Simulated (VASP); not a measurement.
## Ni3Bi: single point with r2SCAN

Crystal: Ni3Bi.

```xyz
4
Lattice="3.7891 0.0000 0.0000 0.0000 3.7891 0.0000 0.0000 0.0000 3.7891" Properties=species:S:1:pos:R:3 pbc="T T T"
Ni    0.0000    1.8945    1.8945
Ni    1.8945    0.0000    1.8945
Ni    1.8945    1.8945    0.0000
Bi    0.0000    0.0000    0.0000
```

```
Program                : VASP 6.6.1
Task                   : single point
Functional             : r2SCAN
Potentials or basis    : VASP PAW PBE potentials, release 64 (Ni, Bi_d)
Cutoff                 : 520 eV
k mesh                 : 12 × 12 × 12
Occupations            : gaussian, width 0.1 eV
Spin                   : collinear spin, ferromagnetic start
Starting moments       : [0.26, 0.26, 0.26, 0.0] μB
Dipole correction      : no
Further INCAR settings : ALGO = Normal; EDIFF = 1e-06; NBANDS = 34
```

The pressure is 0.5 GPa, the net moment is 0.00 μB per cell and the valence electrons inside the program's atomic spheres are Ni 9.32; Bi 12.99.

Levels at points of the mesh, in eV from the Fermi level:
Spin up:
```
           k point  band 19  band 20  band 21  band 22  band 23  band 24  band 25  band 26
(0.00, 0.00, 0.00)    -0.87    -0.87    -0.72    -0.32    -0.32    -0.32     1.65     5.60
(0.50, 0.00, 0.00)    -1.43    -1.33    -0.86    -0.31     2.42     2.42     2.65     4.87
(0.50, 0.50, 0.00)    -1.41    -1.38    -1.24    -1.05     0.05     0.05     4.53     5.08
(0.50, 0.50, 0.50)    -1.35    -1.35    -0.95    -0.55    -0.55    -0.55    -0.51     3.04
```
Spin down:
```
           k point  band 19  band 20  band 21  band 22  band 23  band 24  band 25  band 26
(0.00, 0.00, 0.00)    -0.87    -0.87    -0.71    -0.32    -0.32    -0.32     1.65     5.60
(0.50, 0.00, 0.00)    -1.43    -1.33    -0.86    -0.31     2.42     2.42     2.65     4.87
(0.50, 0.50, 0.00)    -1.41    -1.38    -1.24    -1.05     0.05     0.05     4.53     5.08
(0.50, 0.50, 0.50)    -1.35    -1.35    -0.95    -0.55    -0.55    -0.55    -0.51     3.04
```

Wall time 24 min on 1 thread of Intel Xeon 8259CL, on a shared host, peak memory 0.35 GiB.

Caveat: the PAW data sets were made with another functional, which shifts forces and pressure a little; spin-orbit coupling is left out, which moves the levels of the heavy elements.
